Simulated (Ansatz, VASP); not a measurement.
# Two plane-wave programs on Lu

```
CELL_PARAMETERS angstrom
3.54920 0.00000 0.00000
-1.77460 3.07370 0.00000
0.00000 0.00000 5.62395
ATOMIC_POSITIONS crystal
Lu 0.66667 0.33333 0.75000
Lu 0.33333 0.66667 0.25000
```

Alike in both runs: task single point; functional LDA; k mesh 9 × 9 × 5; occupations fermi-dirac, width 0.05 eV; no spin polarisation.

|  | VASP | Ansatz |
| --- | --- | --- |
| version | VASP 6.6.1 | Ansatz 0.2.0 |
| potentials or method | VASP PAW PBE potentials, release 64 (Lu) | Ansatz PAW |
| plane-wave cutoff (eV) | 520 | 420 |
| valence electrons in the cell | 50 | 50 |

```tsv
	VASP	Ansatz	Ansatz less VASP
gap on the k mesh at the Fermi level (eV)	none	none	-
pressure (GPa)	-6.6	-6.8	-0.18
traceless stress, the component that is largest in VASP (GPa)	-0.74	-0.72	+0.015
```

VASP's potentials were made for PBE, not for LDA. LDA's correlation is that of Perdew and Zunger in VASP and of Perdew and Wang (1992) in Ansatz. A gap of «none» marks a metal or a gap that the smearing closes.

Neither program's run includes spin-orbit coupling.
